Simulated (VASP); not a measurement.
Here is a VASP 6.6.1 calculation.

Contents of INCAR:

```
PREC     = Accurate       # precision mode
ENCUT    = 520            # plane-wave cutoff, eV
EDIFF    = 1E-6           # SCF threshold, eV
ISMEAR   = -1             # smearing method
SIGMA    = 0.02           # smearing width, eV
LREAL    = False          # projectors in reciprocal space
LASPH    = True           # aspherical terms in the spheres
NELM     = 80             # most SCF steps
ALGO     = Normal         # electronic algorithm
ISIF     = 2              # what is computed and relaxed
LWAVE    = False          # write WAVECAR
LCHARG   = True           # write CHGCAR
GGA      = PE             # functional
LELF     = True           # ELF
LVHAR    = True         
NBANDS   = 11             # bands
```

File KPOINTS:

```
regular mesh
0
Gamma
  8 8 8
```

POSCAR

```
NaH
1.0
    0.0000000000      2.6228902666      2.5542353627
    2.6228902666      0.0000000000      2.5542353627
    2.6228902666      2.6228902666      0.0000000000
Na H
1 1
Direct
    0.0000000000      0.0000000000      0.0000000000
    0.2500000000      0.2500000000      0.2500000000
```

Potentials or basis: VASP PAW PBE potentials, release 64 (Na_pv, H).

Command:

```sh
$ cat potpaw_PBE.64/Na_pv/POTCAR potpaw_PBE.64/H/POTCAR > POTCAR
$ mpirun -np 1 vasp_std > vasp.out
```

Task: Estimate the pressure.

Result: 0.2 GPa.

Task: What does it give for the band gap on the k mesh?

Result: 3.60 eV, indirect (least direct gap 4.31 eV).

Stress tensor (GPa, compression positive):
```
0.12 0.00 0.00
0.00 0.12 0.00
0.00 0.00 0.23
```

Caveat: the cell differs from its parent crystal (epitaxial xy strain +1.0%). A k mesh can miss the band edges.
